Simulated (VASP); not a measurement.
# CaSe in VASP: notebook

CaSe is run at these levels: PBEsol; tasks: single point.

All numbers are computed with VASP 6.6.1; they aren't measurements. Logs are shortened: lines on timing, memory, paths and dates and some standing lists are left out, and cuts for length are marked.

## (1) The cell of the first run

The structure is cubic, space group Fm-3m (No. 225). The conventional cell has a = 5.818 Å, b = 5.818 Å, c = 5.818 Å, α = 90.00°, β = 90.00°, γ = 90.00°. Ca (site symmetry m-3m) has 6 Se at 2.91 Å within 3.8 Å. Within 3.8 Å of Se (site symmetry m-3m) lie 6 Ca at 2.91 Å.

## (2) Single point, PBEsol (strained)

INCAR reads:

```
PREC     = Accurate       # precision mode
ENCUT    = 520            # plane-wave cutoff, eV
EDIFF    = 1E-7           # SCF threshold, eV
ISMEAR   = 0              # smearing method
SIGMA    = 0.02           # smearing width, eV
LREAL    = F              # projectors in reciprocal space
LASPH    = T              # aspherical terms in the spheres
NELM     = 60             # most SCF steps
ALGO     = Normal         # electronic algorithm
ISIF     = 2              # what is computed and relaxed
LWAVE    = F              # write WAVECAR
LCHARG   = F              # write CHGCAR
GGA      = PS             # functional
NBANDS   = 15             # bands
```

KPOINTS reads:

```
regular mesh
0
Gamma
  8 8 8
```

POSCAR reads:

```
CaSe
1.0
    0.0000000000      2.9091769600      2.9091769600
    2.9091769600      0.0000000000      2.9091769600
    2.9091769600      2.9091769600      0.0000000000
Ca Se
1 1
Direct
    0.0000000000      0.0000000000      0.0000000000
    0.5000000000      0.5000000000      0.5000000000
```

Potentials or basis: VASP PAW PBE potentials, release 64 (Ca_sv, Se).

The run is started by

```console
$ cat potpaw_PBE.64/Ca_sv/POTCAR potpaw_PBE.64/Se/POTCAR > POTCAR
$ mpirun -np 1 vasp_std > vasp.out
```

OUTCAR:

```text
PREC = Accurate
   ENCUT = 520
   EDIFF = 1E-7
   ISMEAR = 0
   LREAL = F
   LASPH = T
   NELM = 60
   ISIF = 2
   GGA = PS

 ion  position               nearest neighbor table
   1  0.000  0.000  0.000-   2 2.91   2 2.91   2 2.91   2 2.91   2 2.91   2 2.91
   2  0.500  0.500  0.500-   1 2.91   1 2.91   1 2.91   1 2.91   1 2.91   1 2.91

  LATTYP: Found a face centered cubic cell.
 ALAT       =     5.8183539200

  Lattice vectors:

 A1 = (   0.0000000000,   2.9091769600,   2.9091769600)
 A2 = (   2.9091769600,   0.0000000000,   2.9091769600)
 A3 = (   2.9091769600,   2.9091769600,   0.0000000000)

Analysis of symmetry for initial positions (statically):
=====================================================================
 Subroutine PRICEL returns:
 Original cell was already a primitive cell.

 Routine SETGRP: Setting up the symmetry group for a
 face centered cubic supercell.

 Subroutine GETGRP returns: Found 48 space group operations
 (whereof 48 operations were pure point group operations)
 out of a pool of 48 trial point group operations.

The static configuration has the point symmetry O_h .

Analysis of symmetry for dynamics (positions and initial velocities):
=====================================================================
 Subroutine PRICEL returns:
 Original cell was already a primitive cell.

 Routine SETGRP: Setting up the symmetry group for a
 face centered cubic supercell.

 Subroutine GETGRP returns: Found 48 space group operations
 (whereof 48 operations were pure point group operations)
 out of a pool of 48 trial point group operations.

The dynamic configuration has the point symmetry O_h .

 Subroutine INISYM returns: Found 48 space group operations
 (whereof 48 operations are pure point group operations),
 and found     1 'primitive' translations

----------------------------------------------------------------------------------------

                                     Primitive cell

  volume of cell :      49.2425

  direct lattice vectors                    reciprocal lattice vectors
     0.000000000  2.909176960  2.909176960    -0.171869916  0.171869916  0.171869916
     2.909176960  0.000000000  2.909176960     0.171869916 -0.171869916  0.171869916
     2.909176960  2.909176960  0.000000000     0.171869916  0.171869916 -0.171869916

  length of vectors
     4.114197512  4.114197512  4.114197512     0.297687427  0.297687427  0.297687427

  position of ions in fractional coordinates (direct lattice)
     0.000000000  0.000000000  0.000000000
     0.500000000  0.500000000  0.500000000
[... 82 lines left out ...]
   NFREE  =      0    steps in history (QN), initial steepest desc. (CG)
   ISIF   =      2    stress and relaxation
   ISYM   =      2    0-nonsym 1-usesym 2-fastsym
   POTIM  = 0.5000    time-step for ionic-motion
   TEBEG  =    0.0;   TEEND  =   0.0 temperature during run
   PSTRESS=    0.0 pullay stress
   NELECT =      16.0000    total number of electrons
   NUPDOWN=      -1.0000    fix difference up-down
   EMIN   =  10.00;   EMAX   =-10.00  energy-range for DOS
   EFERMI =   0.00;   METHOD = LEGACY
   ISMEAR =     0;   SIGMA  =   0.02  broadening in eV -4-tet -1-fermi 0-gaus
   EFERMI_NEDOS =   21; number of points for ismear=-14 and -15
   IALGO  =     38    algorithm
   IMIX   =      4    mixing-type and parameters
     AMIX     =   0.40;   BMIX     =  1.00
     AMIX_MAG =   1.60;   BMIX_MAG =  1.00
  volume/ion in A,a.u.               =      24.62       166.15
  Fermi-wavevector in a.u.,A,eV,Ry     =   1.125472  2.126834 17.234325  1.266687
  Thomas-Fermi vector in A             =   2.262149
   LORBIT       =      0    0 simple, 1 ext, 2 COOP (PROOUT), +10 PAW based schemes
   GGA     = PS    functional components
   LHFCALC =     F    Hartree Fock is set to
   AEXX    =    0.0000 exact exchange contribution
   IVDW    =     0    specifies the selected vdW correction
   LEPSILON=     F    determine dielectric tensor
   LRPA    =     F    only Hartree local field effects (RPA)
 non-spin polarized calculation
 Gauss-broadening in eV      SIGMA  =   0.02
  energy-cutoff  :      520.00
  volume of cell :       49.24
 maximum number of plane-waves:      1363
   NGX = 15   NGY = 15   NGZ = 15

 number of electron      16.0000002 magnetization

 Free energy of the ion-electron system (eV)
  ---------------------------------------------------
  ext. energy  EPLUGINS =         0.00000000
  ---------------------------------------------------
  free energy    TOTEN  =       -10.06646037 eV

  energy without entropy =      -10.06646037  energy(sigma->0) =      -10.06646037

 E-fermi :   2.8132     XC(G=0):  -9.5397

 val. band max:        2.6955786269   @ k =   0.0000   0.0000   0.0000
 cond. band min:       4.4909324843   @ k =   0.5000   0.5000   0.0000
 fundamental gap:      1.7953538574
 Fermi energy:         2.8131829653

 k-point     1 :       0.0000    0.0000    0.0000
  band No.  band energies     occupation
      1     -36.7011      2.00000
      2     -17.7859      2.00000
      3     -17.7859      2.00000
      4     -17.7859      2.00000
      5      -9.3090      2.00000
      6       2.6956      2.00000
      7       2.6956      2.00000
      8       2.6956      2.00000
      9       6.1495      0.00000
     10       6.3145      0.00000
     11       6.3145      0.00000
     12       6.3145      0.00000
     13       6.9673      0.00000
     14       6.9673      0.00000
[... 401 lines left out ...]
      2     -17.9083      2.00000
      3     -17.8282      2.00000
      4     -17.8074      2.00000
      5      -8.5249      2.00000
      6      -0.3498      2.00000
      7       0.9247      2.00000
      8       1.3406      2.00000
      9       7.1543      0.00000
     10       7.4599      0.00000
     11       8.5360      0.00000
     12       8.8558      0.00000
     13       9.2161      0.00000
     14      10.0801      0.00000
     15      11.6298      0.00000

 [... further k-points ...]
[... 5 lines left out ...]
  --------------------------------------------------------------------------------------
  -------------------------------------------------------------------------------------
  Total        0.5034757      0.5034757      0.5034757      0.0000000      0.0000000     -0.0000000
  in kB       16.3813106     16.3813106     16.3813106      0.0000000      0.0000000     -0.0000000
  external PRESSURE =      16.3813106 kB  Pullay stress =       0.0000000 kB

 VOLUME and BASIS-vectors are now :
 -----------------------------------------------------------------------------
  energy-cutoff  :      520.00
  volume of cell :       49.24
      direct lattice vectors                 reciprocal lattice vectors
     0.000000000  2.909176960  2.909176960    -0.171869916  0.171869916  0.171869916
     2.909176960  0.000000000  2.909176960     0.171869916 -0.171869916  0.171869916
     2.909176960  2.909176960  0.000000000     0.171869916  0.171869916 -0.171869916

 POSITION                                       TOTAL-FORCE (eV/Angst)
 -----------------------------------------------------------------------------------
      0.00000      0.00000      0.00000         0.000000      0.000000     -0.000000
      2.90918      2.90918      2.90918        -0.000000     -0.000000      0.000000
 -----------------------------------------------------------------------------------
    total drift:                                0.000000     -0.000000     -0.000000

  FREE ENERGIE OF THE ION-ELECTRON SYSTEM (eV)
  ---------------------------------------------------
  free  energy   TOTEN  =       -10.0664603743 eV

  energy  without entropy=      -10.0664603743  energy(sigma->0) =      -10.06646037
```

OSZICAR:

```text
N       E                     dE             d eps       ncg     rms          rms(c)
DAV:   1     0.106601615067E+03    0.10660E+03   -0.74895E+03   870   0.991E+02
DAV:   2    -0.575013104590E+01   -0.11235E+03   -0.10762E+03  1059   0.245E+02
DAV:   3    -0.999165082702E+01   -0.42415E+01   -0.42017E+01  1188   0.457E+01
DAV:   4    -0.102112236048E+02   -0.21957E+00   -0.21950E+00  1206   0.841E+00
DAV:   5    -0.102125804084E+02   -0.13568E-02   -0.13568E-02  1195   0.758E-01    0.426E+00
DAV:   6    -0.100836288856E+02    0.12895E+00   -0.14671E-01  1024   0.217E+00    0.252E+00
DAV:   7    -0.100658891914E+02    0.17740E-01   -0.77528E-02  1143   0.189E+00    0.709E-01
DAV:   8    -0.100663684506E+02   -0.47926E-03   -0.83391E-03   968   0.730E-01    0.967E-02
DAV:   9    -0.100664364740E+02   -0.68023E-04   -0.48793E-04  1120   0.235E-01    0.371E-02
DAV:  10    -0.100664568508E+02   -0.20377E-04   -0.95544E-05  1003   0.693E-02    0.131E-02
DAV:  11    -0.100664611283E+02   -0.42775E-05   -0.17239E-05  1059   0.399E-02    0.624E-03
DAV:  12    -0.100664605519E+02    0.57646E-06   -0.13936E-06   990   0.986E-03    0.241E-03
DAV:  13    -0.100664603416E+02    0.21025E-06   -0.19309E-07  1051   0.348E-03    0.848E-04
DAV:  14    -0.100664603743E+02   -0.32647E-07   -0.47426E-09   449   0.598E-04
   1 F= -.10066460E+02 E0= -.10066460E+02  d E =-.636374E-19
```

stdout:

```text
POSCAR found type information on POSCAR CaSe
 POSCAR found :  2 types and       2 ions
 scaLAPACK will be used
 -----------------------------------------------------------------------------
|                                                                             |
|                                                                             |
|     You enforced a specific xc type in the INCAR file but a different       |
|     I HOPE YOU KNOW WHAT YOU ARE DOING!                                     |
|                                                                             |
 -----------------------------------------------------------------------------

 LDA part: xc-table for (Slater+PW92), standard interpolation
 POSCAR, INCAR and KPOINTS ok, starting setup
 FFT: planning ... GRIDC
 FFT: planning ... GRID_SOFT
 FFT: planning ... GRID
 WAVECAR not read
 entering main loop
```

Wall time 16 s (1 thread of AMD EPYC 7R13 (Zen 3), shared host); peak memory 0.15 GiB.

What came out:

```
Free energy            : -10.0665 eV
Pressure               : 1.6 GPa
Band gap on the k mesh : 1.80 eV (least direct gap 2.79 eV)
```

Caveat: the cell differs from its parent crystal (strained); the PAW data sets were made with another functional, which shifts forces and pressure a little. A k mesh can miss the band edges.

## (3) Single point, PBEsol (strained)

INCAR reads:

```
SYSTEM = CaSe
PREC = Accurate ; ENCUT = 520
EDIFF = 1E-6 ; ISMEAR = 0
SIGMA = 0.02 ; LREAL = .FALSE.
LASPH = .TRUE. ; NELM = 80
ALGO = Normal ; ISIF = 2
LWAVE = .FALSE. ; LCHARG = .TRUE.
GGA = PS ; LELF = .TRUE.
LVHAR = .TRUE. ; NBANDS = 15
```

KPOINTS reads:

```
Automatic mesh
0
G
  8 8 8
  0 0 0
```

POSCAR reads:

```
CaSe
1.0
    0.0000000000      3.0066067200      3.0066067200
    3.0066067200      0.0000000000      3.0066067200
    3.0066067200      3.0066067200      0.0000000000
Ca Se
1 1
Direct
    0.0000000000      0.0000000000      0.0000000000
    0.5000000000      0.5000000000      0.5000000000
```

Potentials or basis: VASP PAW PBE potentials, release 64 (Ca_sv, Se).

The run is started by

```console
$ cat potpaw_PBE.64/Ca_sv/POTCAR potpaw_PBE.64/Se/POTCAR > POTCAR
$ mpirun -np 1 vasp_std > vasp.out
```

Run time: 16 s. Hardware: 1 thread of AMD EPYC 7R13 (Zen 3), shared host; peak memory 0.15 GiB.

Results (log left out):

```
Free energy            : -10.0374 eV
Pressure               : -3.1 GPa
Band gap on the k mesh : 2.04 eV (least direct gap 2.93 eV)
```

Levels at points of the mesh, in eV from the valence-band top:
```tsv
k point	band 5	band 6	band 7	band 8	band 9	band 10	band 11	band 12
(0.00, 0.00, 0.00)	-11.66	0.00	0.00	0.00	2.93	3.66	3.66	3.66
(0.50, 0.00, 0.00)	-11.04	-3.15	-1.11	-1.11	4.30	5.31	5.37	5.37
(0.50, 0.50, 0.00)	-11.13	-2.43	-0.90	-0.90	2.04	4.72	4.95	5.81
```

Caveat: the cell differs from its parent crystal (strained); the cell stands under tension; the PAW data sets were made with another functional, which shifts forces and pressure a little. A k mesh can miss the band edges.

## (4) Single point, PBEsol (strained)

INCAR reads:

```
ALGO = Normal ; EDIFF = 1E-6
ENCUT = 520 ; GGA = PS
ISIF = 2 ; ISMEAR = 0
LASPH = T ; LCHARG = F
LREAL = F ; LWAVE = F
NBANDS = 15 ; NELM = 80
PREC = Accurate ; SIGMA = 0.02
```

KPOINTS reads:

```
k-points
0
Gamma
  8 8 8
```

POSCAR reads:

```
CaSe
1.0
    0.0000000000      3.0731167200      3.0731167200
    3.0731167200      0.0000000000      3.0731167200
    3.0731167200      3.0731167200      0.0000000000
Ca Se
1 1
Direct
    0.0000000000      0.0000000000      0.0000000000
    0.5000000000      0.5000000000      0.5000000000
```

The run is started by

```console
$ cat potpaw_PBE.64/Ca_sv/POTCAR potpaw_PBE.64/Se/POTCAR > POTCAR
$ mpirun -np 1 vasp_std > vasp.out
```

It took 14 s on 1 thread of AMD EPYC 7R13 (Zen 3), shared host; peak memory 0.15 GiB.

It converged, with:

```yaml
Free_energy: -9.9397 eV
Pressure: -5.3 GPa
Band_gap_on_the_k_mesh: 2.17 eV (least direct gap 2.62 eV)
```

Levels at points of the mesh, in eV from the valence-band top:
```tsv
k point	band 4	band 5	band 6	band 7	band 8	band 9	band 10	band 11	band 12	band 13
(0.00, 0.00, 0.00)	-20.96	-11.46	0.00	0.00	0.00	2.62	3.66	3.66	3.66	4.16
(0.50, 0.00, 0.00)	-20.96	-10.95	-2.92	-0.99	-0.99	4.18	5.13	5.19	5.19	6.87
(0.50, 0.50, 0.00)	-20.98	-11.00	-2.27	-0.84	-0.84	2.17	4.45	4.82	5.54	5.66
```

Caveat: the cell differs from its parent crystal (strained); the cell stands under tension; the PAW data sets were made with another functional, which shifts forces and pressure a little.

## (5) Single point, PBEsol (strained)

INCAR reads:

```
ALGO = Normal
EDIFF = 1E-7
ENCUT = 520
GGA = PS
ISIF = 2
ISMEAR = 0
LASPH = T
LCHARG = F
LREAL = F
LWAVE = F
NBANDS = 15
NELM = 60
PREC = Accurate
SIGMA = 0.02
```

KPOINTS is that of step 4.

POSCAR reads:

```
CaSe
1.0
    0.0000000000      3.0860935600      3.0860935600
    3.0860935600      0.0000000000      3.0860935600
    3.0860935600      3.0860935600      0.0000000000
Ca Se
1 1
Direct
    0.0000000000      0.0000000000      0.0000000000
    0.5000000000      0.5000000000      0.5000000000
```

The run is started by

```console
$ cat potpaw_PBE.64/Ca_sv/POTCAR potpaw_PBE.64/Se/POTCAR > POTCAR
$ mpirun -np 1 vasp_std > vasp.out
```

It took 18 s on 1 thread of AMD EPYC 7R13 (Zen 3), shared host; peak memory 0.15 GiB.

The run converged. Its results:

* Free energy: -9.9146 eV
* Pressure: -5.7 GPa
* Band gap on the k mesh: 2.19 eV (least direct gap 2.56 eV)

Levels at points of the mesh, in eV from the valence-band top:
| k point | band 5 | band 6 | band 7 | band 8 | band 9 | band 10 | band 11 | band 12 |
| --- | --- | --- | --- | --- | --- | --- | --- | --- |
| (0.00, 0.00, 0.00) | -11.42 | 0.00 | 0.00 | 0.00 | 2.56 | 3.66 | 3.66 | 3.66 |
| (0.50, 0.00, 0.00) | -10.93 | -2.88 | -0.97 | -0.97 | 4.16 | 5.09 | 5.16 | 5.16 |
| (0.50, 0.50, 0.00) | -10.98 | -2.24 | -0.83 | -0.83 | 2.19 | 4.40 | 4.79 | 5.48 |

Caveat: the cell differs from its parent crystal (strained); the cell stands under tension; the PAW data sets were made with another functional, which shifts forces and pressure a little. A k mesh can miss the band edges.

## (6) Single point, PBEsol (strained)

INCAR reads:

```
PREC = Accurate ; ENCUT = 520
EDIFF = 1E-7 ; ISMEAR = 0
SIGMA = 0.02 ; LREAL = False
LASPH = True ; NELM = 60
ALGO = Normal ; ISIF = 2
LWAVE = False ; LCHARG = False
GGA = PS ; NBANDS = 15
```

KPOINTS reads:

```
regular mesh
0
Gamma
  8 8 8
```

POSCAR reads:

```
CaSe
1.0
    0.0591200000      3.0418718000      3.0418718000
    3.0418718000      0.0591200000      3.0418718000
    3.0418718000      3.0418718000      0.0591200000
Ca Se
1 1
Direct
    0.0000000000      0.0000000000      0.0000000000
    0.5000000000      0.5000000000      0.5000000000
```

Potentials or basis: VASP PAW PBE potentials, release 64 (Ca_sv, Se).

The run is started by

```console
$ cat potpaw_PBE.64/Ca_sv/POTCAR potpaw_PBE.64/Se/POTCAR > POTCAR
$ mpirun -np 1 vasp_std > vasp.out
```

It took 36 s on 1 thread of AMD EPYC 7R13 (Zen 3), shared host; peak memory 0.18 GiB.

It converged, with:

```yaml
Free_energy: -10.0263 eV
Pressure: -3.3 GPa
Band_gap_on_the_k_mesh: 1.99 eV (least direct gap 2.82 eV)
```

Stress tensor (GPa, compression positive):
```
-3.33 -0.54 -0.54
-0.54 -3.33 -0.54
-0.54 -0.54 -3.33
```

Levels at points of the mesh, in eV from the valence-band top:
| k point | band 6 | band 7 | band 8 | band 9 | band 10 | band 11 |
| --- | --- | --- | --- | --- | --- | --- |
| (0.00, 0.00, 0.00) | -0.16 | 0.00 | 0.00 | 2.82 | 3.50 | 3.67 |
| (0.50, 0.00, 0.00) | -3.18 | -1.25 | -1.12 | 4.20 | 5.12 | 5.37 |
| (0.50, 0.50, 0.00) | -2.48 | -1.02 | -0.88 | 1.99 | 4.64 | 4.87 |
| (0.50, 0.50, 0.50) | -3.23 | -1.05 | -1.05 | 4.33 | 5.19 | 5.24 |

Caveat: the cell differs from its parent crystal (strained); the cell stands under tension; the PAW data sets were made with another functional, which shifts forces and pressure a little. A k mesh can miss the band edges.

## (7) Summary

```csv
cell,gap on the mesh (eV),pressure (GPa)
"a = 4.114 Å, angles 60.0°, 2 atoms",1.80,1.6
"a = 4.252 Å, angles 60.0°, 2 atoms",2.04,-3.1
"a = 4.346 Å, angles 60.0°, 2 atoms",2.17,-5.3
"a = 4.364 Å, angles 60.0°, 2 atoms",2.19,-5.7
"a = 4.302 Å, angles 58.7°, 2 atoms",1.99,-3.3
```

Alike in all rows: task single point; level PBEsol; potentials or basis VASP PAW PBE potentials, release 64 (Ca_sv, Se); no spin polarisation; k mesh 8 × 8 × 8; cutoff (eV) 520; smearing gaussian 0.02 eV.

Caveats: the PAW data sets were made with another functional, which shifts forces and pressure a little; the cell stands under tension (at least some runs).

Absolute energies hang on the potentials; compare differences alone.
